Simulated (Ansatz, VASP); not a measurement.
## ZnSe in VASP and in Ansatz

```
CELL_PARAMETERS angstrom
4.19704 0.00000 0.00000
0.00000 4.19704 0.00000
0.00000 0.00000 5.83816
ATOMIC_POSITIONS crystal
Zn 0.00000 0.00000 0.00000
Zn 0.50000 0.50000 0.00000
Se 0.00000 0.50000 0.23929
Se 0.50000 0.00000 0.76071
```

Alike in both runs: task single point; functional LDA; k mesh 8 × 8 × 6; occupations gaussian, width 0.02 eV; no spin polarisation.

|  | VASP | Ansatz |
| --- | --- | --- |
| version | VASP 6.6.1 | Ansatz 0.2.0 |
| potentials or method | VASP PAW LDA potentials, release 64 (Zn, Se), cutoff 520 eV | scalar-relativistic, plane waves, PAW |
| valence electrons in the cell | 36 | 56 |

Ansatz gave:

```
gap on the k mesh at the Fermi level (eV)                     : 1.16
least direct gap on the mesh (eV)                             : 1.16
pressure (GPa)                                                : -4.0
traceless stress, the component that is largest in VASP (GPa) : 2.04
rms of the force components (eV/Å)                            : 0.060
```

Q: Estimate VASP's values.

A: gap on the k mesh at the Fermi level (eV): 1.17; least direct gap on the mesh (eV): 1.17; pressure (GPa): -3.7; traceless stress, the component that is largest in VASP (GPa): 2.00; rms of the force components (eV/Å): 0.039.

LDA's correlation is that of Perdew and Zunger in VASP and of Perdew and Wang (1992) in Ansatz. Atom by atom the forces differ by 0.021 eV/Å (rms over components). VASP's potentials hold 36 valence electrons a cell and Ansatz's 56, so a difference there can come from the potentials and not from the codes.
